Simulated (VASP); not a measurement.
Set up this calculation in VASP 6.6.1, as the native input.

- Task: single point
- Functional: LDA
- Potentials or basis: VASP PAW LDA potentials, release 64 (B, Pt)
- Cutoff: 520 eV
- k mesh: 4 × 4 × 8
- Occupations: methfessel-paxton, width 0.1 eV
- Spin: no spin polarisation
- Dipole correction: no
- Further INCAR settings: ALGO = Normal; EDIFF = 1e-06; NBANDS = 43

The structure of BPt3 lies in POSCAR:

```
BPt3
1.0
    7.1572400000      0.0000000000      0.0000000000
   -3.5786200000      6.1983500000      0.0000000000
    0.0000000000      0.0000000000      2.7552500000
B Pt
2 6
Direct
    0.6666666667      0.3333333333      0.2500000000
    0.3333333333      0.6666666667      0.7500000000
    0.3948200000      0.1974100000      0.7500000000
    0.8025900000      0.1974100000      0.7500000000
    0.8025900000      0.6051800000      0.7500000000
    0.6051800000      0.8025900000      0.2500000000
    0.1974100000      0.8025900000      0.2500000000
    0.1974100000      0.3948200000      0.2500000000
```

These files were run (other wordings do the same):

INCAR

```
SYSTEM = BPt3
PREC = Accurate
ENCUT = 520
EDIFF = 1E-6
ISMEAR = 1
SIGMA = 0.1
LREAL = .FALSE.
LASPH = .TRUE.
NELM = 100
ALGO = Normal
ISIF = 2
LWAVE = .FALSE.
LCHARG = .FALSE.
GGA = CA
NBANDS = 43
```

KPOINTS

```
regular mesh
0
G
  4 4 8
  0 0 0
```

Potentials or basis: VASP PAW LDA potentials, release 64 (B, Pt).

Launch:

```bash
$ cat potpaw_LDA.64/B/POTCAR potpaw_LDA.64/Pt/POTCAR > POTCAR
$ mpirun -np 1 vasp_std > vasp.out
```

Results of the run:

```json
{"Pressure": "-12.5 GPa", "Largest force": "0.277 eV/Å", "Band gap on the k mesh": "zero (bands 33 and 34 overlap by 1.71 eV)"}
```

Caveat: the cell stands under tension; spin-orbit coupling is left out, which moves the levels of the heavy elements.

Wall time 49 s on 1 thread of Intel(R) Xeon(R) 6975P-C (Granite Rapids), with other jobs on the host, peak memory 0.23 GiB.
